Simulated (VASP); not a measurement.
# Sc4SiN: single point with PBE

Crystal: Sc4SiN.

```
CELL_PARAMETERS angstrom
3.55281 -4.05372 0.00000
3.55281 4.05372 0.00000
0.00000 0.00000 4.78674
ATOMIC_POSITIONS crystal
Sc 0.72844 0.72844 0.00000
Sc 0.27156 0.27156 0.00000
Sc 0.00000 0.50000 0.50000
Sc 0.50000 0.00000 0.50000
Si 0.50000 0.50000 0.50000
N 0.00000 0.00000 0.00000
```

The cell was generated, and may not be a known phase.

* Program: VASP 6.6.1
* Task: single point
* Functional: PBE
* Potentials or basis: VASP PAW PBE potentials, release 64 (Sc_sv, Si, N)
* Cutoff: 600 eV
* k mesh: 4 × 4 × 4
* Occupations: gaussian, width 0.1 eV
* Spin: collinear spin, ferromagnetic start
* Starting moments: [0.0, 0.0, 0.0, 0.0, 0.0, 1.0] μB

| Quantity | Value |
| --- | --- |
| Pressure | 0.2 GPa |
| Largest force | 0.105 eV/Å |
| Net moment | 0.00 μB per cell |
| Valence electrons inside the program's atomic spheres | Sc 9.62, 9.37 (each value once); Si 1.73; N 3.61 |

Forces in eV/Å, atoms in the order of the input:
```
Sc  -0.105  0.000  0.000
Sc   0.105  0.000  0.000
Sc   0.000  0.000  0.000
Sc   0.000  0.000  0.000
Si   0.000  0.000  0.000
N    0.000  0.000  0.000
```

Stress tensor (GPa, compression positive):
```
 0.50  0.00  0.00
 0.00  0.00  0.00
 0.00  0.00 -0.03
```

Levels at points of the mesh, in eV from the Fermi level:
Spin up:
| k point | band 23 | band 24 | band 25 | band 26 | band 27 | band 28 | band 29 | band 30 |
| --- | --- | --- | --- | --- | --- | --- | --- | --- |
| (0.00, 0.00, 0.00) | -1.99 | -1.52 | -1.06 | -0.86 | -0.24 | -0.21 | -0.06 | 0.66 |
| (0.50, 0.00, 0.00) | -2.18 | -1.98 | -0.64 | -0.47 | -0.13 | 0.00 | 0.36 | 0.38 |
| (0.50, 0.50, 0.00) | -2.32 | -1.80 | -0.85 | -0.49 | 0.20 | 0.25 | 0.57 | 0.85 |
| (0.00, 0.00, 0.50) | -1.33 | -1.19 | -0.51 | -0.23 | -0.17 | -0.05 | 0.24 | 0.85 |
| (0.50, 0.00, 0.50) | -1.82 | -1.64 | -0.72 | -0.18 | 0.05 | 0.36 | 0.64 | 0.88 |
| (0.50, 0.50, 0.50) | -2.49 | -2.46 | -0.22 | -0.10 | 0.07 | 0.29 | 0.53 | 0.76 |
Spin down:
| k point | band 22 | band 23 | band 24 | band 25 | band 26 | band 27 | band 28 | band 29 | band 30 | band 31 |
| --- | --- | --- | --- | --- | --- | --- | --- | --- | --- | --- |
| (0.00, 0.00, 0.00) | -2.14 | -1.99 | -1.52 | -1.06 | -0.86 | -0.24 | -0.21 | -0.06 | 0.66 | 0.79 |
| (0.50, 0.00, 0.00) | -2.34 | -2.18 | -1.98 | -0.64 | -0.47 | -0.13 | 0.00 | 0.36 | 0.38 | 1.30 |
| (0.50, 0.50, 0.00) | -2.44 | -2.32 | -1.80 | -0.85 | -0.48 | 0.20 | 0.25 | 0.57 | 0.85 | 1.18 |
| (0.00, 0.00, 0.50) | -2.47 | -1.33 | -1.18 | -0.51 | -0.23 | -0.17 | -0.05 | 0.24 | 0.85 | 1.33 |
| (0.50, 0.00, 0.50) | -2.35 | -1.82 | -1.64 | -0.72 | -0.18 | 0.05 | 0.36 | 0.64 | 0.88 | 1.03 |
| (0.50, 0.50, 0.50) | -2.93 | -2.48 | -2.46 | -0.22 | -0.10 | 0.07 | 0.29 | 0.53 | 0.76 | 1.31 |

Wall time 6.3 min on 1 thread of Intel(R) Xeon(R) Platinum 8259CL CPU @ 2.50GHz (Skylake/Cascade Lake), on a shared host, peak memory 0.49 GiB.
